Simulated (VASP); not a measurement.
# Cl (Cmce) in VASP: settings compared

Aim: see how the results for Cl move with the level of theory and the settings. Levels: LDA, r2SCAN, PBE+D3(BJ). Tasks: single point.

Everything below comes from runs of VASP 6.6.1. Logs are shortened: lines on timing, memory, paths and dates and some standing lists are left out, and cuts for length are marked.

## (1) The cell of the first run

Symmetry: Cmce, No. 64, orthorhombic system. Conventional cell: a = 6.584 Å, b = 4.069 Å, c = 8.099 Å, α = 90.00°, β = 90.00°, γ = 90.00°. Cl (site symmetry m) has 1 Cl at 2.03 Å within 2.7 Å.

## (2) Single point, LDA

Input file INCAR:

```
PREC = Accurate ; ENCUT = 520
EDIFF = 1E-6 ; ISMEAR = 0
SIGMA = 0.02 ; LREAL = F
LASPH = T ; NELM = 80
ALGO = Normal ; ISIF = 2
LWAVE = F ; LCHARG = T
GGA = CA ; LELF = T
LVHAR = T ; NBANDS = 22
```

Input file KPOINTS:

```
Automatic mesh
0
Gamma
  8 8 4
```

Input file POSCAR:

```
Cl
1.0
    3.2922195250     -2.0343234529      0.0000000000
    3.2922195250      2.0343234529      0.0000000000
    0.0000000000      0.0000000000      8.0987698865
Cl
4
Direct
    0.8756465304      0.1243534696      0.1088043941
    0.6243534696      0.3756465304      0.6088043941
    0.1243534696      0.8756465304      0.8911956059
    0.3756465304      0.6243534696      0.3911956059
```

Potentials or basis: VASP PAW LDA potentials, release 64 (Cl).

The run is started by

```
$ cat potpaw_LDA.64/Cl/POTCAR > POTCAR
$ mpirun -np 1 vasp_std > vasp.out
```

OUTCAR:

```text
PREC = Accurate
   ENCUT = 520
   EDIFF = 1E-6
   ISMEAR = 0
   LREAL = F
   LASPH = T
   NELM = 80
   ISIF = 2
   GGA = CA

 ion  position               nearest neighbor table
   1  0.876  0.124  0.109-   3 2.03
   2  0.624  0.376  0.609-   4 2.03
   3  0.124  0.876  0.891-   1 2.03
   4  0.376  0.624  0.391-   2 2.03

  LATTYP: Found a base centered orthorhombic cell.
 ALAT       =     4.0686469058
 B/A-ratio  =     1.6183363173
 C/A-ratio  =     1.9905315143

  Lattice vectors:

 A1 = (  -3.2922195250,  -2.0343234529,   0.0000000000)
 A2 = (   3.2922195250,  -2.0343234529,   0.0000000000)
 A3 = (   0.0000000000,   0.0000000000,   8.0987698865)

Analysis of symmetry for initial positions (statically):
=====================================================================
 Subroutine PRICEL returns:
 Original cell was already a primitive cell.

 Routine SETGRP: Setting up the symmetry group for a
 base centered orthorhombic supercell.

 Subroutine GETGRP returns: Found  8 space group operations
 (whereof  4 operations were pure point group operations)
 out of a pool of  8 trial point group operations.

The static configuration has the point symmetry C_2h.
 The point group associated with its full space group is D_2h.

Analysis of symmetry for dynamics (positions and initial velocities):
=====================================================================
 Subroutine PRICEL returns:
 Original cell was already a primitive cell.

 Routine SETGRP: Setting up the symmetry group for a
 base centered orthorhombic supercell.

 Subroutine GETGRP returns: Found  8 space group operations
 (whereof  4 operations were pure point group operations)
 out of a pool of  8 trial point group operations.

The dynamic configuration has the point symmetry C_2h.
 The point group associated with its full space group is D_2h.

 Subroutine INISYM returns: Found  8 space group operations
 (whereof  4 operations are pure point group operations),
 and found     1 'primitive' translations

----------------------------------------------------------------------------------------

                                     Primitive cell

  volume of cell :     108.4820

  direct lattice vectors                    reciprocal lattice vectors
     3.292219525 -2.034323453  0.000000000     0.151873226 -0.245781957  0.000000000
     3.292219525  2.034323453  0.000000000     0.151873226  0.245781957  0.000000000
     0.000000000  0.000000000  8.098769886     0.000000000  0.000000000  0.123475542

  length of vectors
     3.870036345  3.870036345  8.098769886     0.288919102  0.288919102  0.123475542

  position of ions in fractional coordinates (direct lattice)
     0.875646530  0.124353470  0.108804394
     0.624353470  0.375646530  0.608804394
     0.124353470  0.875646530  0.891195606
     0.375646530  0.624353470  0.391195606

  ion indices of the primitive-cell ions
   primitive index   ion index
                 1           1
                 2           2
                 3           3
                 4           4

----------------------------------------------------------------------------------------

 KPOINTS: Automatic mesh

Automatic generation of k-mesh.
 Grid dimensions read from file:
 generate k-points for:    8    8    4

 Generating k-lattice:

  Cartesian coordinates                     Fractional coordinates (reciprocal lattice)
     0.018984153 -0.030722745  0.000000000     0.125000000  0.000000000  0.000000000
     0.018984153  0.030722745  0.000000000     0.000000000  0.125000000  0.000000000
     0.000000000  0.000000000  0.030868885     0.000000000  0.000000000  0.250000000

  Length of vectors
     0.036114888  0.036114888  0.030868885

  Shift w.r.t. Gamma in fractional coordinates (k-lattice)
     0.000000000  0.000000000  0.000000000

 Subroutine IBZKPT returns following result:
 ===========================================

 Found     63 irreducible k-points:

 Following reciprocal coordinates:
            Coordinates               Weight
  0.000000  0.000000  0.000000      1.000000
  0.125000 -0.000000  0.000000      4.000000
  0.250000 -0.000000  0.000000      4.000000
  0.375000 -0.000000  0.000000      4.000000
  0.500000 -0.000000  0.000000      2.000000
  0.125000  0.125000  0.000000      2.000000
[... 16 lines left out ...]
  0.125000 -0.000000  0.250000      8.000000
  0.250000 -0.000000  0.250000      8.000000
 [... further k-points ...]
   k-points           NKPTS =     63   k-points in BZ     NKDIM =     63   number of bands    NBANDS=     22
   number of dos      NEDOS =    301   number of ions     NIONS =      4
   total plane-waves  NPLWV =  54000
   dimension x,y,z NGX =    30 NGY =   30 NGZ =   60
   dimension x,y,z NGXF=    60 NGYF=   60 NGZF=  120
   ions per type =               4
   NGX,Y,Z   is equivalent  to a cutoff of  12.89, 12.89, 12.32 a.u.
   NGXF,Y,Z  is equivalent  to a cutoff of  25.77, 25.77, 24.63 a.u.
 SYSTEM =  unknown system
   PREC   = accura    normal or accurate (medium, high low for compatibility)
   ISTART =      0    job   : 0-new  1-cont  2-samecut
   ICHARG =      2    charge: 1-file 2-atom 10-const
   ISPIN  =      1    spin polarized calculation?
   LNONCOLLINEAR =      F non collinear calculations
   LSORBIT =      F    spin-orbit coupling
   LASPH  =      T    aspherical Exc in radial PAW
   ENCUT  =  520.0 eV  38.22 Ry    6.18 a.u.   7.20  7.20 15.06*2*pi/ulx,y,z
   NELM   =     80;   NELMIN=  2; NELMDL= -5     # of ELM steps
   EDIFF  = 0.1E-05   stopping-criterion for ELM
   LREAL  =      F    real-space projection
   EDIFFG = 0.1E-04   stopping-criterion for IOM
   NSW    =      0    number of steps for IOM
   IBRION =     -1    ionic relax: 0-MD 1-quasi-New 2-CG
   NFREE  =      0    steps in history (QN), initial steepest desc. (CG)
   ISIF   =      2    stress and relaxation
   ISYM   =      2    0-nonsym 1-usesym 2-fastsym
   POTIM  = 0.5000    time-step for ionic-motion
   TEBEG  =    0.0;   TEEND  =   0.0 temperature during run
   PSTRESS=    0.0 pullay stress
   NELECT =      28.0000    total number of electrons
   NUPDOWN=      -1.0000    fix difference up-down
   EMIN   =  10.00;   EMAX   =-10.00  energy-range for DOS
   EFERMI =   0.00;   METHOD = LEGACY
   ISMEAR =     0;   SIGMA  =   0.02  broadening in eV -4-tet -1-fermi 0-gaus
   EFERMI_NEDOS =   21; number of points for ismear=-14 and -15
   IALGO  =     38    algorithm
   IMIX   =      4    mixing-type and parameters
     AMIX     =   0.40;   BMIX     =  1.00
     AMIX_MAG =   1.60;   BMIX_MAG =  1.00
  volume/ion in A,a.u.               =      27.12       183.02
  Fermi-wavevector in a.u.,A,eV,Ry     =   1.042337  1.969732 14.782278  1.086467
  Thomas-Fermi vector in A             =   2.176998
   LORBIT       =      0    0 simple, 1 ext, 2 COOP (PROOUT), +10 PAW based schemes
   GGA     = CA    functional components
   LHFCALC =     F    Hartree Fock is set to
   AEXX    =    0.0000 exact exchange contribution
   IVDW    =     0    specifies the selected vdW correction
   LEPSILON=     F    determine dielectric tensor
   LRPA    =     F    only Hartree local field effects (RPA)
 non-spin polarized calculation
 Gauss-broadening in eV      SIGMA  =   0.02
  energy-cutoff  :      520.00
  volume of cell :      108.48
 maximum number of plane-waves:      2960
 NGX is ok and might be reduce to    30
   NGX = 15   NGY = 15   NGZ = 31

 number of electron      28.0000006 magnetization

 Free energy of the ion-electron system (eV)
  ---------------------------------------------------
  ext. energy  EPLUGINS =         0.00000000
  ---------------------------------------------------
  free energy    TOTEN  =        -8.97939232 eV

  energy without entropy =       -8.97939232  energy(sigma->0) =       -8.97939232

 E-fermi :  -0.0884     XC(G=0):  -8.5957

 val. band max:       -0.1936834952   @ k =   0.0000   0.0000   0.0000
 cond. band min:       1.8724247824   @ k =   0.0000   0.0000   0.0000
 fundamental gap:      2.0661082776
 Fermi energy:        -0.0884001442

 k-point     1 :       0.0000    0.0000    0.0000
  band No.  band energies     occupation
      1     -16.8775      2.00000
      2     -16.5092      2.00000
      3     -13.1667      2.00000
      4     -12.1673      2.00000
      5      -5.9619      2.00000
      6      -4.5228      2.00000
[... 14 lines left out ...]
     21      10.3917      0.00000
     22      10.4518      0.00000

 k-point     2 :       0.1250   -0.0000    0.0000
  band No.  band energies     occupation
      1     -16.8377      2.00000
      2     -16.4944      2.00000
      3     -13.1280      2.00000
      4     -12.2084      2.00000
      5      -5.9520      2.00000
      6      -4.6097      2.00000
[... 14 lines left out ...]
     21       9.8700      0.00000
     22      10.4121      0.00000

 k-point     3 :       0.2500   -0.0000    0.0000
  band No.  band energies     occupation
      1     -16.7327      2.00000
      2     -16.4641      2.00000
      3     -13.0206      2.00000
      4     -12.3245      2.00000
      5      -5.9208      2.00000
      6      -4.8832      2.00000
[... 14 lines left out ...]
     21       9.6832      0.00000
     22      10.3656      0.00000
[... 476 lines left out ...]
 k-point    23 :       0.1250   -0.0000    0.2500
  band No.  band energies     occupation
      1     -16.7937      2.00000
      2     -16.5523      2.00000
      3     -12.9952      2.00000
      4     -12.3481      2.00000
      5      -5.7757      2.00000
      6      -4.8490      2.00000
[... 14 lines left out ...]
     21       9.8600      0.00000
     22      10.2100      0.00000

 k-point    24 :       0.2500   -0.0000    0.2500
  band No.  band energies     occupation
      1     -16.6973      2.00000
      2     -16.5080      2.00000
      3     -12.9198      2.00000
      4     -12.4290      2.00000
      5      -5.7723      2.00000
      6      -5.0247      2.00000
[... 14 lines left out ...]
     21       9.8384      0.00000
     22      10.0375      0.00000

 [... further k-points ...]

------------------------ aborting loop because EDIFF is reached ----------------------------------------

  FORCE on cell =-STRESS in cart. coord.  units (eV):
  Direction    XX          YY          ZZ          XY          YZ          ZX
  --------------------------------------------------------------------------------------
  -------------------------------------------------------------------------------------
  Total       -0.8468433     -1.8884039     -2.5940134      0.0000000      0.0000000      0.0000000
  in kB      -12.5070757    -27.8899429    -38.3111292      0.0000000      0.0000000      0.0000000
  external PRESSURE =     -26.2360493 kB  Pullay stress =       0.0000000 kB

 VOLUME and BASIS-vectors are now :
 -----------------------------------------------------------------------------
  energy-cutoff  :      520.00
  volume of cell :      108.48
      direct lattice vectors                 reciprocal lattice vectors
     3.292219525 -2.034323453  0.000000000     0.151873226 -0.245781957  0.000000000
     3.292219525  2.034323453  0.000000000     0.151873226  0.245781957  0.000000000
     0.000000000  0.000000000  8.098769886     0.000000000  0.000000000  0.123475542

 POSITION                                       TOTAL-FORCE (eV/Angst)
 -----------------------------------------------------------------------------------
      3.29222     -1.52837      0.88118         0.000000     -0.144691     -0.174718
      3.29222     -0.50595      4.93057         0.000000      0.144691     -0.174718
      3.29222      1.52837      7.21759         0.000000      0.144691      0.174718
      3.29222      0.50595      3.16820         0.000000     -0.144691      0.174718
 -----------------------------------------------------------------------------------
    total drift:                               -0.000000      0.000000     -0.000000

  FREE ENERGIE OF THE ION-ELECTRON SYSTEM (eV)
  ---------------------------------------------------
  free  energy   TOTEN  =        -8.9793923196 eV

  energy  without entropy=       -8.9793923196  energy(sigma->0) =       -8.97939232
```

It took 3 min on 1 thread of Intel Xeon 8259CL, shared host; peak memory 0.24 GiB.

Results:

```
Free energy            : -8.9794 eV
Pressure               : -2.6 GPa
Largest force          : 0.227 eV/Å
Band gap on the k mesh : 2.07 eV
```

Forces in eV/Å, atoms in the order of the input:
```
Cl   0.000 -0.145 -0.175
Cl   0.000  0.145 -0.175
Cl   0.000  0.145  0.175
Cl   0.000 -0.145  0.175
```

Stress tensor (GPa, compression positive):
```
-1.25  0.00  0.00
 0.00 -2.79  0.00
 0.00  0.00 -3.83
```

Levels at points of the mesh, in eV from the valence-band top:
| k point | band 10 | band 11 | band 12 | band 13 | band 14 | band 15 | band 16 | band 17 | band 18 | band 19 |
| --- | --- | --- | --- | --- | --- | --- | --- | --- | --- | --- |
| (0.00, 0.00, 0.00) | -2.20 | -1.04 | -0.40 | -0.21 | 0.00 | 2.07 | 2.96 | 6.33 | 6.75 | 8.17 |
| (0.50, 0.00, 0.00) | -2.63 | -0.95 | -0.95 | -0.37 | -0.37 | 2.83 | 2.83 | 7.59 | 7.59 | 9.83 |
| (0.50, 0.50, 0.00) | -2.68 | -1.52 | -1.22 | -0.44 | -0.16 | 2.14 | 2.78 | 8.04 | 8.07 | 8.74 |
| (0.00, 0.00, 0.50) | -2.30 | -0.88 | -0.88 | -0.10 | -0.10 | 2.42 | 2.42 | 6.84 | 6.84 | 9.00 |
| (0.50, 0.00, 0.50) | -2.68 | -0.64 | -0.64 | -0.10 | -0.10 | 2.49 | 2.49 | 7.88 | 7.88 | 9.32 |
| (0.50, 0.50, 0.50) | -2.64 | -0.97 | -0.97 | -0.79 | -0.79 | 2.38 | 2.38 | 8.66 | 8.66 | 9.49 |

(Continued in part 2 of 2.)
